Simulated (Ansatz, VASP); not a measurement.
# One calculation of InP, two programs

```
CELL_PARAMETERS angstrom
0.00000 2.97446 3.01842
2.97446 0.00000 3.01842
2.97446 2.97446 0.00000
ATOMIC_POSITIONS crystal
In 0.00000 0.00000 0.00000
P 0.75000 0.75000 0.75000
```

Change from the starting cell: strain +0.015 along x and y, +0.030 along z, atoms carried along.

Alike in both runs: task single point; functional r2SCAN; k mesh 8 × 8 × 8; occupations gaussian, width 0.05 eV; no spin polarisation.

```csv
,VASP,Ansatz
version,VASP 6.6.1,Ansatz 0.2.0
potentials or method,"VASP PAW PBE potentials, release 64 (In_d, P), cutoff 520 eV","scalar-relativistic, plane waves, PAW"
valence electrons in the cell,18,18
```

```csv
,VASP,Ansatz,Ansatz less VASP
gap on the k mesh at the Fermi level (eV),0.80,0.79,-0.003
least direct gap on the mesh (eV),0.80,0.79,-0.003
pressure (GPa),-2.4,-2.3,+0.10
"traceless stress, the component that is largest in VASP (GPa)",-0.46,-0.46,+0.003
```

VASP's potentials were made for PBE, not for r2SCAN. With one functional, cell and mesh, what is left measures potentials, basis and numerics.
